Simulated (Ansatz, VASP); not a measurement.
SiW in VASP and in Ansatz

Contents of INCAR:

```
PREC = Accurate
ENCUT = 520
EDIFF = 1E-7
ISMEAR = -1
SIGMA = 0.05
LREAL = F
LASPH = T
NELM = 100
ALGO = Normal
ISIF = 2
LWAVE = F
LCHARG = T
GGA = PE
LELF = T
LVHAR = T
NBANDS = 16
```

The input KPOINTS:

```
regular mesh
0
Gamma
  7 7 7
```

Contents of POSCAR:

```
SiW
1.0
    0.0000000000      2.5128451315      2.5128451315
    2.5128451315      0.0000000000      2.5128451315
    2.5128451315      2.5128451315      0.0000000000
W Si
1 1
Direct
    0.0000000000      0.0000000000      0.0000000000
    0.5000000000      0.5000000000      0.5000000000
```

Input for Ansatz:

```yaml
crystal:
  lattice:
    - [0.0, 2.5128451315, 2.5128451315]
    - [2.5128451315, 0.0, 2.5128451315]
    - [2.5128451315, 2.5128451315, 0.0]
  atoms:
    - { symbol: W, position: [0.0, 0.0, 0.0] }
    - { symbol: Si, position: [0.5, 0.5, 0.5] }
kpoints:
  mp_grid: { grid: [7, 7, 7] }
scf:
  occupations: { method: fermi_dirac, width: 0.05 }
hamiltonian:
  xc: pbe
  pseudopotentials: { kind: all_electron, lapw: { basis_error: 0.001 } }
output:
  forces: true
  stress: true
  eigenvalues: true
```

Alike in both runs: task single point; functional PBE; k mesh 7 × 7 × 7; occupations fermi-dirac, width 0.05 eV; no spin polarisation.

|  | VASP | Ansatz |
| --- | --- | --- |
| version | VASP 6.6.1 | Ansatz 0.2.0 |
| potentials or method | VASP PAW PBE potentials, release 64 (W_sv, Si), cutoff 520 eV | all-electron LAPW, scalar-relativistic |

```tsv
	VASP	Ansatz	Ansatz less VASP
pressure (GPa)	0.0	-0.1	-0.13
```

Ansatz ran all-electron here, and VASP with PAW potentials.

Neither program's run includes spin-orbit coupling.
